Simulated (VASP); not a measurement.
A run of VASP 6.6.1:

INCAR

```
PREC = Accurate
ENCUT = 520
EDIFF = 1E-7
ISMEAR = -1
SIGMA = 0.1
LREAL = False
LASPH = True
NELM = 150
ALGO = Normal
ISIF = 2
LWAVE = False
LCHARG = True
ISPIN = 2
MAGMOM = 2 2
LORBIT = 11
LMAXMIX = 4
GGA = PE
LELF = True
LVHAR = True
NBANDS = 20
```

KPOINTS

```
regular mesh
0
Gamma
  14 14 8
```

POSCAR

```
Co
1.0
    2.4873648738      0.0000000000      0.0000000000
   -1.2436824369      2.1541211692      0.0000000000
    0.0000000000      0.0000000000      4.0632895034
Co
2
Direct
    0.6666666667      0.3333333333      0.2598610000
    0.3333333333      0.6666666667      0.7401390000
```

Potentials or basis: VASP PAW PBE potentials, release 64 (Co).

Launch:

```sh
$ cat potpaw_PBE.64/Co/POTCAR > POTCAR
$ mpirun -np 1 vasp_std > vasp.out
```

Hardware: 1 thread of Intel(R) Xeon(R) Platinum 8259CL CPU @ 2.50GHz (Skylake/Cascade Lake), on a shared host.

Problem. Estimate the wall time of this run.

Solution. Wall time 2.6 min on 1 thread of Intel(R) Xeon(R) Platinum 8259CL CPU @ 2.50GHz (Skylake/Cascade Lake), on a shared host, peak memory 0.21 GiB. Counts: scf iterations 16, k points 168.
